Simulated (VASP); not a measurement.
# CuAu (P4/mmm) in VASP: notebook, part 3 of 3

VASP 6.6.1. The steps go on from the part before.

### 5 Single point, PBEsol-based screened hybrid with 25 % exact exchange

This run uses another cell than the first one, of 14.21 Å³/atom.

Input file POSCAR:

```
CuAu
1.0
    2.7935732784      0.0000000000      0.0000000000
    0.0000000000      2.7935732784      0.0000000000
    0.0000000000      0.0000000000      3.6408675775
Au Cu
1 1
Direct
    0.0000000000      0.0000000000      0.0000000000
    0.5000000000      0.5000000000      0.5000000000
```

Input file INCAR.step1:

```
PREC = Accurate
ENCUT = 520
EDIFF = 1E-5
ISMEAR = -1
SIGMA = 0.05
LREAL = False
LASPH = True
NELM = 80
ALGO = Normal
ISIF = 2
LWAVE = True
LCHARG = False
NBANDS = 18
GGA = PE
```

Input file INCAR.step2:

```
PREC = Accurate
ENCUT = 520
EDIFF = 1E-6
ISMEAR = -1
SIGMA = 0.05
LREAL = False
LASPH = True
NELM = 80
ALGO = Normal
ISIF = 2
LWAVE = False
LCHARG = False
GGA = PS
LHFCALC = True
AEXX = 0.25
HFSCREEN = 0.207
PRECFOCK = Normal
NBANDS = 18
ISTART = 1
```

Input file KPOINTS:

```
regular mesh
0
Gamma
  5 5 4
```

Potentials or basis: VASP PAW PBE potentials, release 64 (Au, Cu).

The run is started by

```console
cat potpaw_PBE.64/Au/POTCAR potpaw_PBE.64/Cu/POTCAR > POTCAR
cp INCAR.step1 INCAR
mpirun -np 1 vasp_std > vasp.out
cp INCAR.step2 INCAR
mpirun -np 1 vasp_std > vasp.out
```

OUTCAR:

```text
PREC = Accurate
   ENCUT = 520
   EDIFF = 1E-6
   ISMEAR = -1
   LREAL = False
   LASPH = True
   NELM = 80
   ISIF = 2
   GGA = PS
   LHFCALC = True
   AEXX = 0.25
   HFSCREEN = 0.207
   PRECFOCK = Normal
   ISTART = 1

 ion  position               nearest neighbor table
   1  0.000  0.000  0.000-   2 2.69   2 2.69   2 2.69   2 2.69   2 2.69   2 2.69   2 2.69   2 2.69

   2  0.500  0.500  0.500-   1 2.69   1 2.69   1 2.69   1 2.69   1 2.69   1 2.69   1 2.69   1 2.69

  LATTYP: Found a simple tetragonal cell.
 ALAT       =     2.7935732784
 C/A-ratio  =     1.3033012614

  Lattice vectors:

 A1 = (   2.7935732784,   0.0000000000,   0.0000000000)
 A2 = (   0.0000000000,   2.7935732784,   0.0000000000)
 A3 = (   0.0000000000,   0.0000000000,   3.6408675775)

Analysis of symmetry for initial positions (statically):
=====================================================================
 Subroutine PRICEL returns:
 Original cell was already a primitive cell.

 Routine SETGRP: Setting up the symmetry group for a
 simple tetragonal supercell.

 Subroutine GETGRP returns: Found 16 space group operations
 (whereof 16 operations were pure point group operations)
 out of a pool of 16 trial point group operations.

The static configuration has the point symmetry D_4h.

Analysis of symmetry for dynamics (positions and initial velocities):
=====================================================================
 Subroutine PRICEL returns:
 Original cell was already a primitive cell.

 Routine SETGRP: Setting up the symmetry group for a
 simple tetragonal supercell.

 Subroutine GETGRP returns: Found 16 space group operations
 (whereof 16 operations were pure point group operations)
 out of a pool of 16 trial point group operations.

The dynamic configuration has the point symmetry D_4h.

 Subroutine INISYM returns: Found 16 space group operations
 (whereof 16 operations are pure point group operations),
 and found     1 'primitive' translations

----------------------------------------------------------------------------------------

                                     Primitive cell

  volume of cell :      28.4135

  direct lattice vectors                    reciprocal lattice vectors
     2.793573278  0.000000000  0.000000000     0.357964478  0.000000000  0.000000000
     0.000000000  2.793573278  0.000000000     0.000000000  0.357964478  0.000000000
     0.000000000  0.000000000  3.640867577     0.000000000  0.000000000  0.274659811

  length of vectors
     2.793573278  2.793573278  3.640867577     0.357964478  0.357964478  0.274659811

  position of ions in fractional coordinates (direct lattice)
     0.000000000  0.000000000  0.000000000
     0.500000000  0.500000000  0.500000000

  ion indices of the primitive-cell ions
   primitive index   ion index
                 1           1
                 2           2

----------------------------------------------------------------------------------------

[... 24 lines left out ...]
 Following reciprocal coordinates:
            Coordinates               Weight
  0.000000  0.000000  0.000000      1.000000
  0.200000  0.000000  0.000000      4.000000
  0.400000  0.000000  0.000000      4.000000
  0.200000  0.200000  0.000000      4.000000
  0.400000  0.200000  0.000000      8.000000
  0.400000  0.400000  0.000000      4.000000
[... 10 lines left out ...]
  0.400000  0.200000  0.500000      8.000000
  0.400000  0.400000  0.500000      4.000000
   k-points           NKPTS =     18   k-points in BZ     NKDIM =    100   number of bands    NBANDS=     18
   number of dos      NEDOS =    301   number of ions     NIONS =      2
   total plane-waves  NPLWV =  16128
   dimension x,y,z NGX =    24 NGY =   24 NGZ =   28
   dimension x,y,z NGXF=    48 NGYF=   48 NGZF=   56
   ions per type =               1   1
   NGX,Y,Z   is equivalent  to a cutoff of  14.28, 14.28, 12.79 a.u.
   NGXF,Y,Z  is equivalent  to a cutoff of  28.56, 28.56, 25.57 a.u.
 SYSTEM =  unknown system
   PREC   = accura    normal or accurate (medium, high low for compatibility)
   ISTART =      1    job   : 0-new  1-cont  2-samecut
   ICHARG =      0    charge: 1-file 2-atom 10-const
   ISPIN  =      1    spin polarized calculation?
   LNONCOLLINEAR =      F non collinear calculations
   LSORBIT =      F    spin-orbit coupling
   LASPH  =      T    aspherical Exc in radial PAW
   ENCUT  =  520.0 eV  38.22 Ry    6.18 a.u.   5.19  5.19  6.77*2*pi/ulx,y,z
   NELM   =     80;   NELMIN=  2; NELMDL=  0     # of ELM steps
   EDIFF  = 0.1E-05   stopping-criterion for ELM
   LREAL  =      F    real-space projection
   EDIFFG = 0.1E-04   stopping-criterion for IOM
   NSW    =      0    number of steps for IOM
   IBRION =     -1    ionic relax: 0-MD 1-quasi-New 2-CG
   NFREE  =      0    steps in history (QN), initial steepest desc. (CG)
   ISIF   =      2    stress and relaxation
   ISYM   =      3    0-nonsym 1-usesym 2-fastsym
   POTIM  = 0.5000    time-step for ionic-motion
   TEBEG  =    0.0;   TEEND  =   0.0 temperature during run
   PSTRESS=    0.0 pullay stress
   NELECT =      22.0000    total number of electrons
   NUPDOWN=      -1.0000    fix difference up-down
   EMIN   =  10.00;   EMAX   =-10.00  energy-range for DOS
   EFERMI =   0.00;   METHOD = LEGACY
   ISMEAR =    -1;   SIGMA  =   0.05  broadening in eV -4-tet -1-fermi 0-gaus
   EFERMI_NEDOS =   21; number of points for ismear=-14 and -15
   IALGO  =     38    algorithm
   IMIX   =      1    mixing-type and parameters
     AMIX     =   0.40;   BMIX     =  1.00
     AMIX_MAG =   1.60;   BMIX_MAG =  1.00
  volume/ion in A,a.u.               =      14.21        95.87
  Fermi-wavevector in a.u.,A,eV,Ry     =   1.503283  2.840793 30.747255  2.259859
  Thomas-Fermi vector in A             =   2.614413
   LORBIT       =      0    0 simple, 1 ext, 2 COOP (PROOUT), +10 PAW based schemes
   GGA     = PS    functional components
   LHFCALC =     T    Hartree Fock is set to
   PRECFOCK=normal    Normal, Fast or Accurate (Low or Medium for compatibility)
   ENCUT4O =  -1.0   cutoff for four orbital integrals eV
   NKREDX  =     1    reduce k-point grid by
   NKREDY  =     1    reduce k-point grid by
   NKREDZ  =     1    reduce k-point grid by
   AEXX    =    0.2500 exact exchange contribution
   HFSCREEN=    0.2070 screening length (either q_TF or 0.3 A-1)
   HFSCREENC=   0.2070 screening length for correlation (either q_TF or 0.3 A-1)
   ENCUTFOCK=  -1.0 apply spherical cutoff to Coloumb kernel
   IVDW    =     0    specifies the selected vdW correction
   LEPSILON=     F    determine dielectric tensor
   LRPA    =     F    only Hartree local field effects (RPA)
 non-spin polarized calculation
  energy-cutoff  :      520.00
  volume of cell :       28.41
 maximum number of plane-waves:       778
 NGX is ok and might be reduce to    24
  NGX = 16; NGY = 16; NGZ = 24

 number of electron      22.0000004 magnetization

 Free energy of the ion-electron system (eV)
  ---------------------------------------------------
  ext. energy  EPLUGINS =         0.00000000
  ---------------------------------------------------
  free energy    TOTEN  =        -8.27099277 eV

  energy without entropy =       -8.26568026  energy(sigma->0) =       -8.26833652

 E-fermi :   8.8472     XC(G=0): -10.5235

 val. band max:        8.8216897245   @ k =   0.4000   0.2000   0.5000
 cond. band min:       9.2608130420   @ k =   0.4000   0.4000   0.2500
 fundamental gap:      0.4391233175
 Fermi energy:         8.8471765201

 k-point     1 :       0.0000    0.0000    0.0000
  band No.  band energies     occupation
      1      -2.3622      2.00000
      2       0.6595      2.00000
      3       0.7599      2.00000
      4       3.3377      2.00000
      5       3.3377      2.00000
      6       4.3785      2.00000
[... 355 lines left out ...]
      5       3.8318      2.00000
      6       3.8832      2.00000
[... 10 lines left out ...]
     17      20.3471      0.00000
     18      22.0244      0.00000

------------------------ aborting loop because EDIFF is reached ----------------------------------------

  FORCE on cell =-STRESS in cart. coord.  units (eV):
  Direction    XX          YY          ZZ          XY          YZ          ZX
  --------------------------------------------------------------------------------------
  -------------------------------------------------------------------------------------
  Total        0.0141631      0.0141631      0.0256971      0.0000000      0.0000000      0.0000000
  in kB        0.7986244      0.7986244      1.4490068      0.0000000      0.0000000      0.0000000
  external PRESSURE =       1.0154186 kB  Pullay stress =       0.0000000 kB

 VOLUME and BASIS-vectors are now :
 -----------------------------------------------------------------------------
  energy-cutoff  :      520.00
  volume of cell :       28.41
      direct lattice vectors                 reciprocal lattice vectors
     2.793573278  0.000000000  0.000000000     0.357964478  0.000000000  0.000000000
     0.000000000  2.793573278  0.000000000     0.000000000  0.357964478  0.000000000
     0.000000000  0.000000000  3.640867577     0.000000000  0.000000000  0.274659811

 POSITION                                       TOTAL-FORCE (eV/Angst)
 -----------------------------------------------------------------------------------
      0.00000      0.00000      0.00000         0.000000      0.000000      0.000000
      1.39679      1.39679      1.82043         0.000000      0.000000      0.000000
 -----------------------------------------------------------------------------------
    total drift:                               -0.000000     -0.000001     -0.000001

  FREE ENERGIE OF THE ION-ELECTRON SYSTEM (eV)
  ---------------------------------------------------
  free  energy   TOTEN  =        -8.2709927683 eV

  energy  without entropy=       -8.2656802630  energy(sigma->0) =       -8.26833652
```

It took 41 min on 1 thread of Oxide Virtual Turin-like, shared host; peak memory 0.23 GiB.

Results:

* Free energy: -8.2710 eV
* Pressure: 0.1 GPa
* Band gap on the k mesh: zero (bands 11 and 12 overlap by 6.23 eV)

Caveat: the k points lie up to 0.45 Å⁻¹ apart, too coarse for converged energies and pressures of a metal; the PAW data sets were made with another functional, which shifts forces and pressure a little; spin-orbit coupling is left out, which moves the levels of the heavy elements.

### 6 Single point, HSE06

This run uses another cell than the first one, of 14.56 Å³/atom.

Input file POSCAR:

```
CuAu
1.0
    2.8107494552      0.0000000000      0.0000000000
    0.0000000000      2.8107494552      0.0000000000
    0.0000000000      0.0000000000      3.6850000000
Au Cu
1 1
Direct
    0.0000000000      0.0000000000      0.0000000000
    0.5000000000      0.5000000000      0.5000000000
```

Input file INCAR.step1:

```
PREC = Accurate ; ENCUT = 520
EDIFF = 1E-5 ; ISMEAR = -1
SIGMA = 0.05 ; LREAL = F
LASPH = T ; NELM = 80
ALGO = Normal ; ISIF = 2
LWAVE = T ; LCHARG = F
NBANDS = 18 ; GGA = PE
```

Input file INCAR.step2:

```
PREC = Accurate ; ENCUT = 520
EDIFF = 1E-6 ; ISMEAR = -1
SIGMA = 0.05 ; LREAL = F
LASPH = T ; NELM = 80
ALGO = Normal ; ISIF = 2
LWAVE = F ; LCHARG = F
GGA = PE ; LHFCALC = T
HFSCREEN = 0.2079 ; PRECFOCK = Normal
NBANDS = 18 ; ISTART = 1
```

Input file KPOINTS:

```
Automatic mesh
0
Gamma
  5 5 4
```

Potentials or basis: VASP PAW PBE potentials, release 64 (Au, Cu).

The run is started by

```console
cat potpaw_PBE.64/Au/POTCAR potpaw_PBE.64/Cu/POTCAR > POTCAR
cp INCAR.step1 INCAR
mpirun -np 1 vasp_std > vasp.out
cp INCAR.step2 INCAR
mpirun -np 1 vasp_std > vasp.out
```

Wall time 37 min (1 thread of Oxide Virtual Turin-like, shared host); peak memory 0.22 GiB.

The run converged. Its results:

```
Free energy            : -7.3575 eV
Pressure               : 1.9 GPa
Band gap on the k mesh : zero (bands 11 and 12 overlap by 6.12 eV)
```

Stress tensor (GPa, compression positive):
```
2.01 0.00 0.00
0.00 2.01 0.00
0.00 0.00 1.64
```

Levels at points of the mesh, in eV from the Fermi level:
| k point | band 7 | band 8 | band 9 | band 10 | band 11 | band 12 | band 13 | band 14 | band 15 | band 16 |
| --- | --- | --- | --- | --- | --- | --- | --- | --- | --- | --- |
| (0.00, 0.00, 0.00) | -4.28 | -3.63 | -3.04 | -2.68 | -2.68 | 2.40 | 8.99 | 10.95 | 10.95 | 17.84 |
| (0.00, 0.00, 0.50) | -4.69 | -3.89 | -3.76 | -3.76 | -3.72 | -3.47 | 15.33 | 15.67 | 15.67 | 16.10 |

Caveat: the k points lie up to 0.45 Å⁻¹ apart, too coarse for converged energies and pressures of a metal; the PAW data sets were made with another functional, which shifts forces and pressure a little; spin-orbit coupling is left out, which moves the levels of the heavy elements.

### 7 Overview

```tsv
level	cell	k mesh	share of exact exchange	screening parameter	gap on the mesh (eV)	pressure (GPa)
PBE0	a = 2.866, b = 2.866, c = 3.757 Å, 2 atoms	6 × 6 × 4	0.25	-	none	-4.8
r2SCANh	a = 2.811, b = 2.811, c = 3.685 Å, 2 atoms	5 × 5 × 4	0.1	-	none	-0.7
HF	a = 2.811, b = 2.811, c = 3.685 Å, 2 atoms	5 × 5 × 4	1	-	none	19.6
PBEsol-based screened hybrid with 25 % exact exchange	a = 2.794, b = 2.794, c = 3.641 Å, 2 atoms	5 × 5 × 4	0.25	0.207 1/Å	none	0.1
HSE06	a = 2.811, b = 2.811, c = 3.685 Å, 2 atoms	5 × 5 × 4	0.25	0.2079 1/Å	none	1.9
```

Alike in all rows: task single point; potentials or basis VASP PAW PBE potentials, release 64 (Au, Cu); no spin polarisation; cutoff (eV) 520; smearing fermi-dirac 0.05 eV.

Caveats: all runs use coarse meshes; the PAW data sets were made with another functional, which shifts forces and pressure a little; spin-orbit coupling is left out, which moves the levels of the heavy elements.

Absolute energies hang on the potentials; compare differences alone.

The gap in the log of VASP goes by the Fermi energy; the results here count the filled bands.